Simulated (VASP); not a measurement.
# Al3H2 (P-3m1) in VASP: further runs

The runs below take Al3H2 through relaxation of cell and atoms, with PBE.

Program: VASP 6.6.1. These are calculated values, not measurements. Logs are shortened: lines on timing, memory, paths and dates and some standing lists are left out, and cuts for length are marked.

## 1. The cell of the first run

The structure is trigonal, space group P-3m1 (No. 164). Conventional cell: a = 2.802 Å, b = 2.802 Å, c = 11.592 Å, α = 90.00°, β = 90.00°, γ = 120.00°. Within 3.7 Å of Al (site symmetry 3m) lie 9 Al at 2.80 to 2.90 Å and 3 H at 3.42 Å. Within 3.7 Å of Al (site symmetry -3m) lie 12 Al at 2.80 to 2.90 Å. Within 1.0 Å of H (site symmetry 3m) lie 1 H at 0.75 Å.

## 2. Relaxation of cell and atoms, PBE

INCAR reads:

```
ALGO     = Normal         # electronic algorithm
EDIFF    = 1E-6           # SCF threshold, eV
EDIFFG   = -0.01          # ionic threshold
ENCUT    = 600            # plane-wave cutoff, eV
GGA      = PE             # functional
IBRION   = 2              # ionic algorithm
ISIF     = 3              # what is computed and relaxed
ISMEAR   = 0              # smearing method
LASPH    = True           # aspherical terms in the spheres
LCHARG   = False          # write CHGCAR
LREAL    = False          # projectors in reciprocal space
LWAVE    = False          # write WAVECAR
NELM     = 80             # most SCF steps
NSW      = 100            # ionic steps
PREC     = Accurate       # precision mode
SIGMA    = 0.1            # smearing width, eV
```

KPOINTS reads:

```
k-points
0
Gamma
  12 12 4
```

POSCAR reads:

```
Al3H2
1.0
    2.8018180584      0.0000000000      0.0000000000
   -1.4009090292      2.4264456154      0.0000000000
    0.0000000000      0.0000000000     11.5921046542
Al H
3 2
Direct
    0.6666666667      0.3333333333      0.7920358888
    0.3333333333      0.6666666667      0.2079641112
    0.0000000000      0.0000000000      0.0000000000
    0.0000000000      0.0000000000      0.4675957870
    0.0000000000      0.0000000000      0.5324042130
```

Potentials or basis: VASP PAW PBE potentials, release 64 (Al, H).

The run is started by

```bash
$ cat potpaw_PBE.64/Al/POTCAR potpaw_PBE.64/H/POTCAR > POTCAR
$ mpirun -np 1 vasp_std > vasp.out
```

OUTCAR:

```text
EDIFF = 1E-6
   EDIFFG = -0.01
   ENCUT = 600
   GGA = PE
   IBRION = 2
   ISIF = 3
   ISMEAR = 0
   LASPH = True
   LREAL = False
   NELM = 80
   NSW = 100
   PREC = Accurate

 ion  position               nearest neighbor table
   1  0.667  0.333  0.792-   3 2.90   3 2.90   3 2.90
   2  0.333  0.667  0.208-   3 2.90   3 2.90   3 2.90
   3  0.000  0.000  0.000-   1 2.90   2 2.90   1 2.90   2 2.90   1 2.90   2 2.90
   4  0.000  0.000  0.468-   5 0.75
   5  0.000  0.000  0.532-   4 0.75

  LATTYP: Found a hexagonal cell.
 ALAT       =     2.8018180584
 C/A-ratio  =     4.1373509673

  Lattice vectors:

 A1 = (   2.8018180584,   0.0000000000,   0.0000000000)
 A2 = (  -1.4009090292,   2.4264456154,   0.0000000000)
 A3 = (   0.0000000000,   0.0000000000,  11.5921046542)

Analysis of symmetry for initial positions (statically):
=====================================================================
 Subroutine PRICEL returns:
 Original cell was already a primitive cell.

 Routine SETGRP: Setting up the symmetry group for a
 hexagonal supercell.

 Subroutine GETGRP returns: Found 12 space group operations
 (whereof 12 operations were pure point group operations)
 out of a pool of 24 trial point group operations.

The static configuration has the point symmetry D_3d.

Analysis of symmetry for dynamics (positions and initial velocities):
=====================================================================
 Subroutine PRICEL returns:
 Original cell was already a primitive cell.

 Routine SETGRP: Setting up the symmetry group for a
 hexagonal supercell.

 Subroutine GETGRP returns: Found 12 space group operations
 (whereof 12 operations were pure point group operations)
 out of a pool of 24 trial point group operations.

The dynamic configuration has the point symmetry D_3d.

 Subroutine INISYM returns: Found 12 space group operations
 (whereof 12 operations are pure point group operations),
 and found     1 'primitive' translations

----------------------------------------------------------------------------------------

                                     Primitive cell

  volume of cell :      78.8084

  direct lattice vectors                    reciprocal lattice vectors
     2.801818058  0.000000000  0.000000000     0.356911112  0.206062727  0.000000000
    -1.400909029  2.426445615  0.000000000     0.000000000  0.412125454  0.000000000
     0.000000000  0.000000000 11.592104654     0.000000000  0.000000000  0.086265612

  length of vectors
     2.801818058  2.801818058 11.592104654     0.412125454  0.412125454  0.086265612

  position of ions in fractional coordinates (direct lattice)
     0.666666667  0.333333333  0.792035889
     0.333333333  0.666666667  0.207964111
     0.000000000  0.000000000  0.000000000
     0.000000000  0.000000000  0.467595787
     0.000000000  0.000000000  0.532404213

  ion indices of the primitive-cell ions
   primitive index   ion index
                 1           1
                 2           2
                 3           3
                 4           4
                 5           5

----------------------------------------------------------------------------------------

 KPOINTS: k-points

Automatic generation of k-mesh.
 Grid dimensions read from file:
 generate k-points for:   12   12    4

 Generating k-lattice:

  Cartesian coordinates                     Fractional coordinates (reciprocal lattice)
     0.029742593  0.017171894  0.000000000     0.083333333  0.000000000  0.000000000
     0.000000000  0.034343788  0.000000000     0.000000000  0.083333333  0.000000000
     0.000000000  0.000000000  0.021566403     0.000000000  0.000000000  0.250000000

  Length of vectors
     0.034343788  0.034343788  0.021566403

  Shift w.r.t. Gamma in fractional coordinates (k-lattice)
     0.000000000  0.000000000  0.000000000

 Subroutine IBZKPT returns following result:
 ===========================================

 Found     69 irreducible k-points:

 Following reciprocal coordinates:
            Coordinates               Weight
[... 42 lines left out ...]

 number of electron      11.0000001 magnetization

 Free energy of the ion-electron system (eV)
  ---------------------------------------------------
  ext. energy  EPLUGINS =         0.00000000
  ---------------------------------------------------
  free energy    TOTEN  =       -17.28779665 eV

  energy without entropy =      -17.27748413  energy(sigma->0) =      -17.28264039

------------------------ aborting loop because EDIFF is reached ----------------------------------------

  FORCE on cell =-STRESS in cart. coord.  units (eV):
  Direction    XX          YY          ZZ          XY          YZ          ZX
  --------------------------------------------------------------------------------------
  -------------------------------------------------------------------------------------
  Total        0.0835936      0.0835936     -0.5689295     -0.0000000      0.0000000      0.0000000
  in kB        1.6994589      1.6994589    -11.5663479     -0.0000000      0.0000000      0.0000000
  external PRESSURE =      -2.7224767 kB  Pullay stress =       0.0000000 kB
[... 98 lines left out ...]
  FREE ENERGIE OF THE ION-ELECTRON SYSTEM (eV)
  ---------------------------------------------------
  free  energy   TOTEN  =       -17.2957177451 eV

  energy  without entropy=      -17.2825786793  energy(sigma->0) =      -17.28914821

 E-fermi :   3.9362     XC(G=0):  -8.4699

 val. band max:        3.9354354047   @ k =   0.3333   0.0000   0.2500
 cond. band min:       3.9465964477   @ k =   0.4167   0.1667   0.5000
 fundamental gap:      0.0111610430
 Fermi energy:         3.9361915700

 k-point     1 :       0.0000    0.0000    0.0000
  band No.  band energies     occupation
      1      -6.7319      2.00000
      2      -5.0459      2.00000
      3      -3.7560      2.00000
      4      -2.1453      2.00000
      5       0.6402      2.00000
      6       4.8829      0.00000
      7       6.5943      0.00000
      8      12.4045      0.00000
      9      12.4092      0.00000
[... 265 lines left out ...]
 k-point    24 :       0.0000    0.1667    0.2500
  band No.  band energies     occupation
      1      -6.0491      2.00000
      2      -4.4019      2.00000
      3      -3.2469      2.00000
      4      -1.6310      2.00000
      5       1.4474      2.00000
      6       4.9624      0.00000
      7       7.9801      0.00000
      8       9.5443      0.00000
      9      10.8381      0.00000

 [... further k-points ...]

[... ionic steps 4 to 26 ...]

--------------------------------------- Ionic step       27  -------------------------------------------

 number of electron      11.0000001 magnetization

------------------------ aborting loop because EDIFF is reached ----------------------------------------

  FORCE on cell =-STRESS in cart. coord.  units (eV):
  Direction    XX          YY          ZZ          XY          YZ          ZX
  --------------------------------------------------------------------------------------
  -------------------------------------------------------------------------------------
  Total        0.0130547      0.0130547      0.0652113      0.0000000      0.0000000      0.0000000
  in kB        0.2589860      0.2589860      1.2936914      0.0000000      0.0000000      0.0000000
  external PRESSURE =       0.6038878 kB  Pullay stress =       0.0000000 kB
[... 63 lines left out ...]
  energy  without entropy=      -17.2914016643  energy(sigma->0) =      -17.29646825

--------------------------------------- Ionic step       29  -------------------------------------------

 number of electron      11.0000001 magnetization

 Free energy of the ion-electron system (eV)
  ---------------------------------------------------
  ext. energy  EPLUGINS =         0.00000000
  ---------------------------------------------------
  free energy    TOTEN  =       -17.30154973 eV

  energy without entropy =      -17.29141962  energy(sigma->0) =      -17.29648468

 E-fermi :   3.7598     XC(G=0):  -8.3473

 val. band max:        3.7486291724   @ k =   0.3333   0.2500   0.2500
 cond. band min:       3.7603010670   @ k =   0.4167   0.1667   0.0000
 fundamental gap:      0.0116718946
 Fermi energy:         3.7598466405

 k-point     1 :       0.0000    0.0000    0.0000
  band No.  band energies     occupation
      1      -6.9215      2.00000
      2      -5.2240      2.00000
      3      -3.8422      2.00000
      4      -2.3647      2.00000
      5       0.4963      2.00000
      6       4.6301      0.00000
      7       6.3379      0.00000
      8      11.8303      0.00000
      9      11.9074      0.00000
[... 308 lines left out ...]
  FREE ENERGIE OF THE ION-ELECTRON SYSTEM (eV)
  ---------------------------------------------------
  free  energy   TOTEN  =       -17.3015497293 eV

  energy  without entropy=      -17.2914196208  energy(sigma->0) =      -17.29648468

 reached required accuracy - stopping structural energy minimisation
```

Wall time 7.9 min (1 thread of Intel Xeon Platinum 8375C at 2.90GHz (Ice Lake), shared host); peak memory 0.25 GiB.

What came out:

* Free energy: -17.3015 eV
* Relaxed volume: 16.16 Å³/atom
* Relaxed cell: a = 2.831 Å, b = 2.831 Å, c = 11.637 Å, α = 90.00°, β = 90.00°, γ = 120.00°
* Space group after relaxing (to 0.1 Å): P-3m1 (No. 164)
* Energy gained by relaxing: 2.8 meV/atom
* Ionic steps: 29
* Pressure after relaxing: 0.1 GPa
* Largest force after relaxing: 0.004 eV/Å
* Band gap on the k mesh: zero (an odd number of electrons rules out a gap without spin polarisation)

Forces in eV/Å, atoms in the order of the input:
```
Al   0.000  0.000  0.001
Al   0.000  0.000 -0.001
Al   0.000  0.000  0.000
H    0.000  0.000  0.004
H    0.000  0.000 -0.004
```

The path:
```csv
step,energy change (eV),largest force (eV/Å),pressure (GPa),volume (Å³)
1,0.0000,0.1268,-0.27,78.81
2,-0.0040,0.0844,-0.07,78.50
3,-0.0079,0.1624,0.47,77.77
4,-0.0084,0.3106,0.09,78.03
5,-0.0091,0.1117,0.26,77.92
6,-0.0105,0.0925,0.04,78.31
7,-0.0107,0.0789,-0.09,78.55
8,-0.0105,0.1706,0.11,78.45
9,-0.0109,0.0292,-0.02,78.51
10,-0.0110,0.0256,0.02,78.48
11,-0.0111,0.0156,0.15,78.39
12,-0.0112,0.0161,0.13,78.45
13,-0.0115,0.0331,0.08,78.64
14,-0.0119,0.0767,-0.02,79.02
15,-0.0122,0.1620,-0.21,79.78
16,-0.0123,0.1599,-0.21,79.80
17,-0.0123,0.1518,-0.21,79.85
18,-0.0125,0.1358,-0.22,79.95
19,-0.0127,0.1036,-0.23,80.15
20,-0.0130,0.0378,-0.25,80.55
21,-0.0129,0.1010,-0.29,81.35
22,-0.0130,0.0287,-0.27,80.84
23,-0.0131,0.0270,-0.24,80.83
24,-0.0133,0.0238,-0.19,80.82
25,-0.0136,0.0415,-0.07,80.79
26,-0.0136,0.0776,0.17,80.74
27,-0.0137,0.0606,0.06,80.76
28,-0.0137,0.0335,0.05,80.78
29,-0.0138,0.0043,0.05,80.78
```

Final structure:
```
Al H
1.0
     2.83114    0.00000    0.00000
    -1.41557    2.45184    0.00000
     0.00000    0.00000   11.63668
Al H
3 2
Direct
  0.66667 0.33333 0.80134
  0.33333 0.66667 0.19866
  0.00000 0.00000 0.00000
  0.00000 0.00000 0.46775
  0.00000 0.00000 0.53225
```

Levels at points of the mesh, in eV from the Fermi level:
```csv
k point,band 3,band 4,band 5,band 6,band 7,band 8
"(0.00, 0.00, 0.00)",-7.60,-6.12,-3.26,0.87,2.58,8.07
"(0.50, 0.00, 0.00)",-4.64,-3.32,-2.74,-0.44,-0.15,2.48
"(0.00, 0.00, 0.50)",-7.46,-6.33,-2.98,0.07,4.65,4.86
"(0.50, 0.00, 0.50)",-4.65,-3.29,-2.74,-0.42,-0.22,2.45
```

## 3. Relaxation of cell and atoms, PBE

This run uses another cell than the first one, of 16.30 Å³/atom.

INCAR reads:

```
SYSTEM = Al3H2
PREC = Accurate
ENCUT = 600
EDIFF = 1E-7
ISMEAR = 0
SIGMA = 0.1
LREAL = .FALSE.
LASPH = .TRUE.
NELM = 100
ALGO = Normal
ISIF = 3
LWAVE = .FALSE.
LCHARG = .FALSE.
GGA = PE
IBRION = 2
NSW = 80
EDIFFG = -0.001
```

KPOINTS reads:

```
regular mesh
0
G
  12 12 4
  0 0 0
```

POSCAR reads:

```
Al3H2
1.0
    2.8328799554      0.0000000000      0.0000000000
   -1.4164399777      2.4533460072      0.0000000000
    0.0000000000      0.0000000000     11.7229641092
Al H
3 2
Direct
    0.6666666667      0.3333333333      0.8028581103
    0.3333333333      0.6666666667      0.1971418897
    0.0000000000      0.0000000000      0.0000000000
    0.0000000000      0.0000000000      0.4679823545
    0.0000000000      0.0000000000      0.5320176455
```

Potentials or basis: VASP PAW PBE potentials, release 64 (Al, H).

The run is started by

```bash
$ cat potpaw_PBE.64/Al/POTCAR potpaw_PBE.64/H/POTCAR > POTCAR
$ mpirun -np 1 vasp_std > vasp.out
```

It took 64 s on 1 thread of Intel Xeon Platinum 8375C at 2.90GHz (Ice Lake), shared host; peak memory 0.25 GiB.

The run converged. Its results:

* Free energy: -17.3021 eV
* Energy gained by relaxing: 0.0 meV/atom
* Ionic steps: 3
* Pressure after relaxing: 0.0 GPa
* Band gap on the k mesh: zero (an odd number of electrons rules out a gap without spin polarisation)

Final structure:
```
Al H
1.0
     2.83286    0.00000    0.00000
    -1.41643    2.45333    0.00000
     0.00000    0.00000   11.72255
Al H
3 2
Direct
  0.66667 0.33333 0.80286
  0.33333 0.66667 0.19714
  0.00000 0.00000 0.00000
  0.00000 0.00000 0.46800
  0.00000 0.00000 0.53200
```

Levels at points of the mesh, in eV from the Fermi level:
```csv
k point,band 2,band 3,band 4,band 5,band 6,band 7,band 8,band 9
"(0.00, 0.00, 0.00)",-8.98,-7.57,-6.13,-3.25,0.85,2.55,7.94,8.04
"(0.50, 0.00, 0.00)",-4.71,-4.64,-3.32,-2.74,-0.44,-0.15,2.49,2.58
"(0.00, 0.00, 0.50)",-9.00,-7.44,-6.32,-2.99,0.09,4.59,4.78,11.32
"(0.50, 0.00, 0.50)",-4.71,-4.66,-3.29,-2.74,-0.42,-0.22,2.46,2.69
```

## 4. Relaxation of cell and atoms, PBE

This run uses another cell than the first one, of 11.59 Å³/atom.

INCAR reads:

```
PREC     = Accurate       # precision mode
ENCUT    = 600            # plane-wave cutoff, eV
EDIFF    = 1E-6           # SCF threshold, eV
ISMEAR   = 0              # smearing method
SIGMA    = 0.1            # smearing width, eV
LREAL    = False          # projectors in reciprocal space
LASPH    = True           # aspherical terms in the spheres
NELM     = 60             # most SCF steps
ALGO     = Normal         # electronic algorithm
ISIF     = 3              # what is computed and relaxed
LWAVE    = False          # write WAVECAR
LCHARG   = False          # write CHGCAR
GGA      = PE             # functional
IBRION   = 2              # ionic algorithm
NSW      = 100            # ionic steps
EDIFFG   = -0.01          # ionic threshold
```

KPOINTS reads:

```
Automatic mesh
0
Gamma
  12 12 6
```

POSCAR reads:

```
Al3H2
1.0
    3.0799809750      0.0000000000      0.0000000000
   -1.5399904875      2.6673417675      0.0000000000
    0.0000000000      0.0000000000      7.0535796367
Al H
3 2
Direct
    0.3333333333      0.6666666667      0.2990755648
    0.6666666667      0.3333333333      0.7009244352
    0.0000000000      0.0000000000      0.0000000000
    0.3333333333      0.6666666667      0.5935473671
    0.6666666667      0.3333333333      0.4064526329
```

The run is started by

```bash
$ cat potpaw_PBE.64/Al/POTCAR potpaw_PBE.64/H/POTCAR > POTCAR
$ mpirun -np 1 vasp_std > vasp.out
```

Run time: 2.2 min. Hardware: 1 thread of Intel Xeon Platinum 8375C at 2.90GHz (Ice Lake), shared host; peak memory 0.23 GiB.

The run converged. Its results:

```
Free energy                           : -16.8216 eV
Relaxed volume                        : 11.56 Å³/atom
Relaxed cell                          : a = 3.059 Å, b = 3.059 Å, c = 7.134 Å, α = 90.00°, β = 90.00°, γ = 120.00°
Space group after relaxing (to 0.1 Å) : P-3m1 (No. 164)
Energy gained by relaxing             : 0.8 meV/atom
Ionic steps                           : 7
Pressure after relaxing               : 0.1 GPa
Largest force after relaxing          : 0.009 eV/Å
```

Forces in eV/Å, atoms in the order of the input:
```
Al   0.000  0.000 -0.009
Al   0.000  0.000  0.009
Al   0.000  0.000  0.000
H    0.000  0.000 -0.005
H    0.000  0.000  0.005
```

Step by step:
```
step  energy change (eV)  largest force (eV/Å)  pressure (GPa)  volume (Å³)
   1              0.0000                0.0405            0.09        57.95
   2             -0.0023                0.0231           -0.05        58.00
   3             -0.0035                0.0398           -0.22        58.06
   4             -0.0039                0.0302           -0.05        57.90
   5             -0.0040                0.0219            0.10        57.76
   6             -0.0040                0.0206            0.13        57.74
   7             -0.0041                0.0092            0.06        57.80
```

Final structure:
```
Al H
1.0
     3.05870    0.00000    0.00000
    -1.52935    2.64891    0.00000
     0.00000    0.00000    7.13370
Al H
3 2
Direct
  0.33333 0.66667 0.29881
  0.66667 0.33333 0.70119
  0.00000 0.00000 0.00000
  0.33333 0.66667 0.59255
  0.66667 0.33333 0.40745
```

Levels at points of the mesh, in eV from the Fermi level:
| k point | band 4 | band 5 | band 6 | band 7 | band 8 | band 9 |
| --- | --- | --- | --- | --- | --- | --- |
| (0.00, 0.00, 0.00) | -2.16 | 0.45 | 5.87 | 7.93 | 7.93 | 8.18 |
| (0.50, 0.00, 0.00) | -4.31 | -3.19 | -2.36 | 1.70 | 3.50 | 3.91 |
| (0.00, 0.00, 0.50) | -5.26 | 3.31 | 6.13 | 7.41 | 8.33 | 8.33 |
| (0.50, 0.00, 0.50) | -5.05 | -1.68 | -0.30 | 0.30 | 0.49 | 4.04 |

Caveat: the highest band is partly filled, so the run has too few bands.

## 5. The runs side by side

```tsv
cell	k mesh	gap on the mesh (eV)	pressure (GPa)	relaxed volume (Å³/atom)
relaxed from a = 2.802, b = 2.802, c = 11.592 Å, angles 90.0, 90.0, 120.0°, 5 atoms, atomic positions A	12 × 12 × 4	none	0.1	16.16
relaxed from a = 2.833, b = 2.833, c = 11.723 Å, angles 90.0, 90.0, 120.0°, 5 atoms, atomic positions B	12 × 12 × 4	none	0.0	16.29
relaxed from a = 3.080, b = 3.080, c = 7.054 Å, angles 90.0, 90.0, 120.0°, 5 atoms, atomic positions C	12 × 12 × 6	-	0.1	11.56
```

Alike in all rows: task relaxation of cell and atoms; level PBE; potentials or basis VASP PAW PBE potentials, release 64 (Al, H); no spin polarisation; cutoff (eV) 600; smearing gaussian 0.1 eV.

Caveats: the highest band is partly filled, so the run has too few bands (at least some runs).

Absolute energies hang on the potentials; compare differences alone.
